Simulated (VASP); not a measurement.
Wanted: the native input for a VASP 6.6.1 run.

* Task: single point
* Functional: PBE
* Potentials or basis: VASP PAW PBE potentials, release 64 (Sn_d, O)
* Cutoff: 520 eV
* k mesh: 3 × 3 × 3
* Occupations: gaussian, width 0.01 eV
* Spin: no spin polarisation
* Dipole correction: no
* Further INCAR settings: ALGO = Normal; EDIFF = 1e-06; NBANDS = 28

The structure of SnO (Romarchite) lies in POSCAR:

```
SnO
1.0
    3.7986000000      0.0000000000      0.0000000000
    0.0000000000      3.7986000000      0.0000000000
    0.0000000000      0.0000000000      4.8408000000
Sn O
2 2
Direct
    0.5000000000      0.0000000000      0.2369000000
    0.0000000000      0.5000000000      0.7631000000
    0.0000000000      0.0000000000      0.0000000000
    0.5000000000      0.5000000000      0.0000000000
```

The input as run:

INCAR

```
SYSTEM = SnO
  ALGO = Normal
  EDIFF = 1E-6
  ENCUT = 520
  GGA = PE
  ISIF = 2
  ISMEAR = 0
  LASPH = .TRUE.
  LCHARG = .FALSE.
  LREAL = .FALSE.
  LWAVE = .FALSE.
  NBANDS = 28
  NELM = 80
  PREC = Accurate
  SIGMA = 0.01
```

KPOINTS

```
k-points
0
G
  3 3 3
  0 0 0
```

Potentials or basis: VASP PAW PBE potentials, release 64 (Sn_d, O).

Launch:

```sh
$ cat potpaw_PBE.64/Sn_d/POTCAR potpaw_PBE.64/O/POTCAR > POTCAR
$ mpirun -np 1 vasp_std > vasp.out
```

Results of the run:

```yaml
Pressure: 4.8 GPa
Largest_force: 0.658 eV/Å
Band_gap_on_the_k_mesh: 1.06 eV, indirect (least direct gap 2.09 eV)
```

Caveat: the k points lie up to 0.55 Å⁻¹ apart; spin-orbit coupling is left out, which moves the levels of the heavy elements.

Run time: 12 s on 1 thread of Intel(R) Xeon(R) 6975P-C (Granite Rapids) (shared host), peak memory 0.16 GiB.
